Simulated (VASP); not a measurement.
## ZnF2: relaxation of shape and atoms at fixed volume with PBE

The system is ZnF2.

```
Zn F
1.0
     4.75155    0.00000    0.00000
     0.00000    4.75155    0.00000
     0.00000    0.00000    3.14341
Zn F
2 4
Cartesian
  0.0000 0.0000 0.0000
  2.3758 2.3758 1.5717
  1.4463 1.4463 0.0000
  0.9295 3.8221 1.5717
  3.3053 3.3053 0.0000
  3.8221 0.9295 1.5717
```

- Program: VASP 6.6.1
- Task: relaxation of shape and atoms at fixed volume
- Functional: PBE
- Potentials or basis: VASP PAW PBE potentials, release 64 (Zn, F)
- Cutoff: 600 eV
- k mesh: 6 × 6 × 8
- Occupations: gaussian, width 0.02 eV
- Spin: no spin polarisation
- Dipole correction: no
- Further INCAR settings: ALGO = Normal; EDIFF = 1e-07; IBRION = 2; EDIFFG = -0.01; NSW = 50; ISIF = 4

```json
{
  "Energy gained by relaxing": "0.5 meV/atom",
  "Ionic steps": "3",
  "Pressure after relaxing": "3.5 GPa",
  "Largest force after relaxing": "0.009 eV/Å",
  "Band gap on the k mesh": "3.45 eV"
}
```

Forces in eV/Å, atoms in the order of the input:
```
Zn   0.000  0.000  0.000
Zn   0.000  0.000  0.000
F    0.007  0.007  0.000
F   -0.007  0.007  0.000
F   -0.007 -0.007  0.000
F    0.007 -0.007  0.000
```

Stress tensor (GPa, compression positive):
```
3.46 0.00 0.00
0.00 3.46 0.00
0.00 0.00 3.61
```

Step by step:
```csv
step,energy change (eV),largest force (eV/Å),pressure (GPa),volume (Å³)
1,0.0000,0.0722,3.81,70.97
2,-0.0018,0.0393,3.68,70.97
3,-0.0028,0.0093,3.51,70.97
```

Final structure:
```
Zn F
1.0
     4.73654    0.00000    0.00000
     0.00000    4.73654    0.00000
     0.00000    0.00000    3.16337
Zn F
2 4
Direct
  0.00000 0.00000 0.00000
  0.50000 0.50000 0.50000
  0.30309 0.30309 0.00000
  0.19691 0.80309 0.50000
  0.69691 0.69691 0.00000
  0.80309 0.19691 0.50000
```

Levels at points of the mesh, in eV from the valence-band top:
```tsv
k point	band 24	band 25	band 26	band 27	band 28	band 29
(0.00, 0.00, 0.00)	-0.34	-0.34	0.00	3.45	9.20	9.63
(0.50, 0.00, 0.00)	-0.61	-0.42	-0.42	6.03	6.03	10.53
(0.50, 0.50, 0.00)	-1.18	-0.35	-0.35	6.92	6.92	9.17
(0.00, 0.00, 0.50)	-1.27	-1.23	-1.23	8.13	8.13	11.83
(0.50, 0.00, 0.50)	-1.26	-0.05	-0.05	8.62	8.62	10.30
(0.50, 0.50, 0.50)	-1.22	-0.77	-0.77	7.97	7.97	11.50
```

Run time: 4.6 min on 1 thread of Oxide Virtual Turin-like Processor, with other jobs on the host, peak memory 0.23 GiB.

A k mesh can miss the band edges.
